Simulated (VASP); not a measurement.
A run of VASP 6.6.1:

File INCAR:

```
  PREC = Accurate
  ENCUT = 520
  EDIFF = 1E-6
  ISMEAR = 0
  SIGMA = 0.1
  LREAL = F
  LASPH = T
  NELM = 150
  ALGO = Normal
  ISIF = 2
  LWAVE = F
  LCHARG = T
  ISPIN = 2
  MAGMOM = 0.79 0.79
  LORBIT = 11
  LMAXMIX = 4
  GGA = PS
  LELF = T
  LVHAR = T
  NBANDS = 21
```

File KPOINTS:

```
regular mesh
0
Gamma
  8 8 8
```

File POSCAR:

```
Ni
1.0
    0.0000000000      1.6850280426      4.0125429906
    1.6857758684      0.0000000000      4.0125429906
    1.6857758684      1.6850280426      0.0000000000
Ni
2
Direct
    0.1414505546      0.1414505546      0.8585494454
    0.8585494454      0.8585494454      0.1414505546
```

Potentials or basis: VASP PAW PBE potentials, release 64 (Ni).

The run is started by

```bash
$ cat potpaw_PBE.64/Ni/POTCAR > POTCAR
$ mpirun -np 1 vasp_std > vasp.out
```

Hardware: 1 thread of Intel Xeon 8259CL, on a shared host.

**Question.** Estimate the wall time of this run.

**Answer.** It took 110 s on 1 thread of Intel Xeon 8259CL, with other jobs on the host, peak memory 0.21 GiB. Counts: scf iterations 14, k points 95.
